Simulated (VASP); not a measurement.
A run of VASP 6.6.1 is set up as follows.

Contents of POSCAR:

```
Bi
1.0
   -1.9726454695      1.9726454695      1.9726454695
    1.9726454695     -1.9726454695      1.9726454695
    1.9726454695      1.9726454695     -1.9726454695
Bi
1
Direct
    0.0000000000      0.0000000000      0.0000000000
```

INCAR.step1

```
PREC = Accurate
ENCUT = 520
ISMEAR = -1
SIGMA = 0.05
LREAL = F
LASPH = T
NELM = 100
NBANDS = 14
GGA = PE
ALGO = Normal
EDIFF = 1E-4
LWAVE = T
LCHARG = F
```

The input INCAR.step2:

```
PREC = Accurate
ENCUT = 520
EDIFF = 1E-7
ISMEAR = -1
SIGMA = 0.05
LREAL = F
LASPH = T
NELM = 100
ALGO = Normal
ISIF = 2
LWAVE = F
LCHARG = F
METAGGA = R2SCAN
LMIXTAU = T
IVDW = 13
VDW_S6 = 1.0
VDW_S8 = 0.6018749
VDW_A1 = 0.51559235
VDW_A2 = 5.77342911
NBANDS = 14
ISTART = 1
```

KPOINTS

```
regular mesh
0
Gamma
  9 9 9
```

Potentials or basis: VASP PAW PBE potentials, release 64 (Bi_d).

Command:

```sh
$ cat potpaw_PBE.64/Bi_d/POTCAR > POTCAR
$ cp INCAR.step1 INCAR
$ mpirun -np 1 vasp_std > vasp.out
$ cp INCAR.step2 INCAR
$ mpirun -np 1 vasp_std > vasp.out
```

Problem. Estimate the dispersion energy per atom.

Solution. -0.179 eV.

Problem. Predict the pressure.

Solution. 0.0 GPa.

Caveat: the PAW data sets were made with another functional, which shifts forces and pressure a little; pairwise dispersion overbinds metals, which lowers pressure and volume.
